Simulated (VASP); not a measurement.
# LiIn (Fd-3m) in VASP: notebook, part 2 of 2

VASP 6.6.1. Earlier steps stand in the parts before.

**3. Relaxation of cell and atoms, LDA**

This run uses another cell than the first one, of 20.52 Å³/atom, 1.106 times its volume.

INCAR

```
PREC = Accurate
ENCUT = 600
EDIFF = 1E-6
ISMEAR = 0
SIGMA = 0.1
LREAL = False
LASPH = True
NELM = 80
ALGO = Fast
ISIF = 3
LWAVE = False
LCHARG = False
IBRION = 2
NSW = 70
EDIFFG = -0.005
```

KPOINTS

```
Automatic mesh
0
Gamma
  12 12 12
```

POSCAR

```
LiIn
1.0
    0.0000000000      3.4495032204      3.4495032204
    3.4495032204      0.0000000000      3.4495032204
    3.4495032204      3.4495032204      0.0000000000
Li In
2 2
Direct
    0.0000000000      0.0000000000      0.0000000000
    0.2500000000      0.2500000000      0.2500000000
    0.5000000000      0.5000000000      0.5000000000
    0.7500000000      0.7500000000      0.7500000000
```

Potentials or basis: VASP PAW LDA potentials, release 64 (Li_sv, In_d).

Run with:

```console
> cat potpaw_LDA.64/Li_sv/POTCAR potpaw_LDA.64/In_d/POTCAR > POTCAR
> mpirun -np 1 vasp_std > vasp.out
```

OUTCAR:

```text
PREC = Accurate
   ENCUT = 600
   EDIFF = 1E-6
   ISMEAR = 0
   LREAL = False
   LASPH = True
   NELM = 80
   ISIF = 3
   IBRION = 2
   NSW = 70
   EDIFFG = -0.005

 ion  position               nearest neighbor table
   1  0.000  0.000  0.000-   4 2.99   4 2.99   4 2.99   4 2.99
   2  0.250  0.250  0.250-   3 2.99   3 2.99   3 2.99   3 2.99
   3  0.500  0.500  0.500-   2 2.99   2 2.99   2 2.99   2 2.99   4 2.99   4 2.99   4 2.99   4 2.99

   4  0.750  0.750  0.750-   3 2.99   3 2.99   3 2.99   1 2.99   3 2.99   1 2.99   1 2.99   1 2.99

  LATTYP: Found a face centered cubic cell.
 ALAT       =     6.8990064408

  Lattice vectors:

 A1 = (   0.0000000000,   3.4495032204,   3.4495032204)
 A2 = (   3.4495032204,   0.0000000000,   3.4495032204)
 A3 = (   3.4495032204,   3.4495032204,   0.0000000000)

Analysis of symmetry for initial positions (statically):
=====================================================================
 Subroutine PRICEL returns:
 Original cell was already a primitive cell.

 Routine SETGRP: Setting up the symmetry group for a
 face centered cubic supercell.

 Subroutine GETGRP returns: Found 48 space group operations
 (whereof 24 operations were pure point group operations)
 out of a pool of 48 trial point group operations.

The static configuration has the point symmetry T_d .
 The point group associated with its full space group is O_h .

Analysis of symmetry for dynamics (positions and initial velocities):
=====================================================================
 Subroutine PRICEL returns:
 Original cell was already a primitive cell.

 Routine SETGRP: Setting up the symmetry group for a
 face centered cubic supercell.

 Subroutine GETGRP returns: Found 48 space group operations
 (whereof 24 operations were pure point group operations)
 out of a pool of 48 trial point group operations.

The dynamic configuration has the point symmetry T_d .
 The point group associated with its full space group is O_h .

 Subroutine INISYM returns: Found 48 space group operations
 (whereof 24 operations are pure point group operations),
 and found     1 'primitive' translations

----------------------------------------------------------------------------------------

                                     Primitive cell

  volume of cell :      82.0918

  direct lattice vectors                    reciprocal lattice vectors
     0.000000000  3.449503220  3.449503220    -0.144948408  0.144948408  0.144948408
     3.449503220  0.000000000  3.449503220     0.144948408 -0.144948408  0.144948408
     3.449503220  3.449503220  0.000000000     0.144948408  0.144948408 -0.144948408

  length of vectors
     4.878334238  4.878334238  4.878334238     0.251058007  0.251058007  0.251058007

  position of ions in fractional coordinates (direct lattice)
     0.000000000  0.000000000  0.000000000
     0.250000000  0.250000000  0.250000000
     0.500000000  0.500000000  0.500000000
     0.750000000  0.750000000  0.750000000

  ion indices of the primitive-cell ions
   primitive index   ion index
                 1           1
                 2           2
                 3           3
                 4           4

----------------------------------------------------------------------------------------
[... 31 lines left out ...]
  0.333333  0.000000  0.000000      8.000000
  0.416667  0.000000  0.000000      8.000000
[... 16 lines left out ...]
  0.500000  0.166667  0.000000     24.000000
 -0.416667  0.166667  0.000000     24.000000
 [... further k-points ...]
   k-points           NKPTS =     72   k-points in BZ     NKDIM =     72   number of bands    NBANDS=     20
   number of dos      NEDOS =    301   number of ions     NIONS =      4
   total plane-waves  NPLWV =  64000
   dimension x,y,z NGX =    40 NGY =   40 NGZ =   40
   dimension x,y,z NGXF=    80 NGYF=   80 NGZF=   80
   ions per type =               2   2
   NGX,Y,Z   is equivalent  to a cutoff of  13.63, 13.63, 13.63 a.u.
   NGXF,Y,Z  is equivalent  to a cutoff of  27.26, 27.26, 27.26 a.u.
 SYSTEM =  unknown system
   PREC   = accura    normal or accurate (medium, high low for compatibility)
   ISTART =      0    job   : 0-new  1-cont  2-samecut
   ICHARG =      2    charge: 1-file 2-atom 10-const
   ISPIN  =      1    spin polarized calculation?
   LNONCOLLINEAR =      F non collinear calculations
   LSORBIT =      F    spin-orbit coupling
   LASPH  =      T    aspherical Exc in radial PAW
   ENCUT  =  600.0 eV  44.10 Ry    6.64 a.u.   9.74  9.74  9.74*2*pi/ulx,y,z
   NELM   =     80;   NELMIN=  2; NELMDL= -5     # of ELM steps
   EDIFF  = 0.1E-05   stopping-criterion for ELM
   LREAL  =      F    real-space projection
   EDIFFG = -.5E-02   stopping-criterion for IOM
   NSW    =     70    number of steps for IOM
   IBRION =      2    ionic relax: 0-MD 1-quasi-New 2-CG
   NFREE  =      1    steps in history (QN), initial steepest desc. (CG)
   ISIF   =      3    stress and relaxation
   ISYM   =      2    0-nonsym 1-usesym 2-fastsym
   POTIM  = 0.5000    time-step for ionic-motion
   TEBEG  =    0.0;   TEEND  =   0.0 temperature during run
   PSTRESS=    0.0 pullay stress
   NELECT =      32.0000    total number of electrons
   NUPDOWN=      -1.0000    fix difference up-down
   EMIN   =  10.00;   EMAX   =-10.00  energy-range for DOS
   EFERMI =   0.00;   METHOD = LEGACY
   ISMEAR =     0;   SIGMA  =   0.10  broadening in eV -4-tet -1-fermi 0-gaus
   EFERMI_NEDOS =   21; number of points for ismear=-14 and -15
   IALGO  =     68    algorithm
   IMIX   =      4    mixing-type and parameters
     AMIX     =   0.40;   BMIX     =  1.00
     AMIX_MAG =   1.60;   BMIX_MAG =  1.00
  volume/ion in A,a.u.               =      20.52       138.50
  Fermi-wavevector in a.u.,A,eV,Ry     =   1.195891  2.259906 19.458445  1.430155
  Thomas-Fermi vector in A             =   2.331845
   LORBIT       =      0    0 simple, 1 ext, 2 COOP (PROOUT), +10 PAW based schemes
   GGA     = CA    functional components
   LHFCALC =     F    Hartree Fock is set to
   AEXX    =    0.0000 exact exchange contribution
   IVDW    =     0    specifies the selected vdW correction
   LEPSILON=     F    determine dielectric tensor
   LRPA    =     F    only Hartree local field effects (RPA)
 conjugate gradient relaxation of ions
 non-spin polarized calculation
 RMM-DIIS sequential band-by-band and
 Gauss-broadening in eV      SIGMA  =   0.10
  energy-cutoff  :      600.00
  volume of cell :       82.09
 maximum number of plane-waves:      2764
   NGX = 19   NGY = 19   NGZ = 19

--------------------------------------- Ionic step        1  -------------------------------------------

 number of electron      32.0000009 magnetization

 Free energy of the ion-electron system (eV)
  ---------------------------------------------------
  ext. energy  EPLUGINS =         0.00000000
  ---------------------------------------------------
  free energy    TOTEN  =       -11.82828122 eV

  energy without entropy =      -11.82437139  energy(sigma->0) =      -11.82632630

------------------------ aborting loop because EDIFF is reached ----------------------------------------

  FORCE on cell =-STRESS in cart. coord.  units (eV):
  Direction    XX          YY          ZZ          XY          YZ          ZX
  --------------------------------------------------------------------------------------
  -------------------------------------------------------------------------------------
  Total       -1.7886507     -1.7886507     -1.7886507      0.0000000      0.0000000      0.0000000
  in kB      -34.9089245    -34.9089245    -34.9089245      0.0000000      0.0000000      0.0000000
  external PRESSURE =     -34.9089245 kB  Pullay stress =       0.0000000 kB
[... 101 lines left out ...]
--------------------------------------- Ionic step        4  -------------------------------------------

 number of electron      31.9999995 magnetization

 Free energy of the ion-electron system (eV)
  ---------------------------------------------------
  ext. energy  EPLUGINS =         0.00000000
  ---------------------------------------------------
  free energy    TOTEN  =       -11.92311712 eV

  energy without entropy =      -11.91940207  energy(sigma->0) =      -11.92125960

 E-fermi :   6.9316     XC(G=0):  -9.9538

 val. band max:        6.9159833122   @ k =  -0.4167   0.4167   0.0000
 cond. band min:       6.9471533231   @ k =   0.5000   0.0000   0.0000
 fundamental gap:      0.0311700109
 Fermi energy:         6.9315812357

 k-point     1 :       0.0000    0.0000    0.0000
  band No.  band energies     occupation
      1     -39.7503      2.00000
      2     -39.7247      2.00000
      3      -8.5185      2.00000
      4      -8.5185      2.00000
      5      -8.5185      2.00000
      6      -8.4625      2.00000
[... 541 lines left out ...]
     19       9.3063      0.00000
     20      11.2633      0.00000

 [... further k-points ...]
[... 5 lines left out ...]
  --------------------------------------------------------------------------------------
  -------------------------------------------------------------------------------------
  Total        0.0153422      0.0153422      0.0153422      0.0000000     -0.0000000      0.0000000
  in kB        0.3314143      0.3314143      0.3314143      0.0000000     -0.0000000      0.0000000
  external PRESSURE =       0.3314143 kB  Pullay stress =       0.0000000 kB
[... 19 lines left out ...]
  FREE ENERGIE OF THE ION-ELECTRON SYSTEM (eV)
  ---------------------------------------------------
  free  energy   TOTEN  =       -11.9231171243 eV

  energy  without entropy=      -11.9194020698  energy(sigma->0) =      -11.92125960

 reached required accuracy - stopping structural energy minimisation
```

OSZICAR:

```text
N       E                     dE             d eps       ncg     rms          rms(c)
DAV:   1     0.254184932515E+03    0.25418E+03   -0.16174E+04  2880   0.218E+03
DAV:   2     0.989966221572E+01   -0.24429E+03   -0.23960E+03  2884   0.450E+02
DAV:   3    -0.998701397126E+01   -0.19887E+02   -0.19531E+02  4528   0.137E+02
[... 115 lines left out ...]
RMM:   9    -0.119231122690E+02   -0.23537E-05   -0.24080E-05  3376   0.316E-02    0.180E-02
RMM:  10    -0.119231139765E+02   -0.17075E-05   -0.17935E-05  3218   0.272E-02    0.188E-02
RMM:  11    -0.119231152953E+02   -0.13188E-05   -0.14261E-05  2980   0.235E-02    0.173E-02
RMM:  12    -0.119231163496E+02   -0.10542E-05   -0.11958E-05  2792   0.210E-02    0.140E-02
RMM:  13    -0.119231171243E+02   -0.77471E-06   -0.92088E-06  2745   0.194E-02
   4 F= -.11923117E+02 E0= -.11921260E+02  d E =-.948359E-01
```

Wall time 13 min (1 thread of AMD EPYC 9R45 (Zen 5), shared host); peak memory 0.27 GiB.

Results:

* Free energy: -11.9231 eV
* Relaxed volume: 18.54 Å³/atom
* Relaxed cell: a = 4.716 Å, b = 4.716 Å, c = 4.716 Å, α = 60.00°, β = 60.00°, γ = 60.00°
* Space group after relaxing (to 0.05 Å): Fd-3m (No. 227)
* Energy gained by relaxing: 23.7 meV/atom
* Ionic steps: 4
* Pressure after relaxing: 0.0 GPa
* Band gap on the k mesh: zero (band 16 reaches 7.51 eV, above the bottom of band 17 at 6.85 eV)

The path:
| step | energy change (eV) | largest force (eV/Å) | pressure (GPa) | volume (Å³) |
| --- | --- | --- | --- | --- |
| 1 | 0.0000 | 0.0000 | -3.49 | 82.09 |
| 2 | -0.0823 | 0.0000 | -1.41 | 76.89 |
| 3 | -0.0946 | 0.0000 | -0.21 | 74.55 |
| 4 | -0.0948 | 0.0000 | 0.03 | 74.17 |

Final structure:
```
CELL_PARAMETERS angstrom
0.00000 3.33477 3.33477
3.33477 0.00000 3.33477
3.33477 3.33477 0.00000
ATOMIC_POSITIONS crystal
Li 0.00000 0.00000 0.00000
Li 0.25000 0.25000 0.25000
In 0.50000 0.50000 0.50000
In 0.75000 0.75000 0.75000
```

Levels at points of the mesh, in eV from the Fermi level:
```
           k point  band 13  band 14  band 15  band 16  band 17  band 18  band 19  band 20
(0.00, 0.00, 0.00)    -9.74     0.58     0.58     0.58     0.69     0.93     0.93     0.93
(0.50, 0.00, 0.00)    -8.10    -5.92    -0.97    -0.97     0.02     0.83     0.83     6.66
(0.50, 0.50, 0.00)    -6.68    -6.68    -3.11    -3.11    -0.07    -0.07     6.74     6.74
```

Caveat: the cutoff is under 1.25 times the usual one of these potentials, so pressure, stress and relaxed cells hold a basis-set (Pulay) error; spin-orbit coupling is left out, which moves the levels of the heavy elements. LDA usually gives volumes a few per cent too small.
